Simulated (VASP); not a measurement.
Ti: single point with PBE

Ti:

```xyz
1
Lattice="0.0000 2.0567 2.0567 2.0567 0.0000 2.0567 2.0567 2.0567 0.0000" Properties=species:S:1:pos:R:3 pbc="T T T"
Ti    0.0000    0.0000    0.0000
```

This cell differs from its parent crystal: volume scaled by 1.04.

* Program: VASP 6.6.1
* Task: single point
* Functional: PBE
* Potentials or basis: VASP PAW PBE potentials, release 64 (Ti_sv)
* Cutoff: 520 eV
* k mesh: 15 × 15 × 15
* Occupations: fermi-dirac, width 0.05 eV
* Spin: no spin polarisation

```yaml
Pressure: -0.3 GPa
Band_gap_on_the_k_mesh: zero (band 6 reaches 9.07 eV, above the bottom of band 7 at 7.93 eV)
```

Levels at points of the mesh, in eV from the Fermi level:
| k point | band 2 | band 3 | band 4 | band 5 | band 6 | band 7 | band 8 | band 9 | band 10 | band 11 |
| --- | --- | --- | --- | --- | --- | --- | --- | --- | --- | --- |
| (0.00, 0.00, 0.00) | -32.58 | -32.58 | -32.58 | -6.09 | 0.87 | 0.87 | 0.87 | 2.50 | 2.50 | 15.24 |

Wall time 10 s on 1 thread of Intel(R) Xeon(R) Platinum 8488C (Sapphire Rapids), with other jobs on the host, peak memory 0.15 GiB.
